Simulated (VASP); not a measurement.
CrO2:

```
Cr O
1.0
     4.42100    0.00000    0.00000
     0.00000    4.42100    0.00000
     0.00000    0.00000    2.91700
Cr O
2 4
Direct
  0.00000 0.00000 0.00000
  0.50000 0.50000 0.50000
  0.30100 0.30100 0.00000
  0.19900 0.80100 0.50000
  0.69900 0.69900 0.00000
  0.80100 0.19900 0.50000
```

Base run:

```yaml
Program: VASP 6.6.1
Functional: PBE
Potentials_or_basis: VASP PAW PBE potentials, release 64 (Cr_pv, O)
Cutoff: 520 eV
k_mesh: 6 × 6 × 9
Occupations: methfessel-paxton, width 0.15 eV
Spin: collinear spin, ferromagnetic start
Starting_moments: "[3.0, 3.0, 0.0, 0.0, 0.0, 0.0] μB"
Hubbard_terms: Cr d U = 4.5 eV
```

Its results: band gap on the k mesh zero (filled and empty bands overlap); pressure 13.3 GPa; net moment 4.00 μB per cell; site moments Cr +2.42; O -0.20 μB; largest force 0.117 eV/Å.

Q: The run is repeated on the same cell with these changes: hubbard terms from Cr d U = 4.5 eV to Cr d U = 3.0 eV. What comes out?

A: Band gap on the k mesh zero (filled and empty bands overlap); pressure 9.7 GPa; net moment 4.00 μB per cell; site moments Cr +2.33; O -0.17 μB; largest force 0.008 eV/Å.

Caveats: the cell stands under pressure; only a ferromagnetic start was run, and an antiferromagnetic order may lie lower in energy.
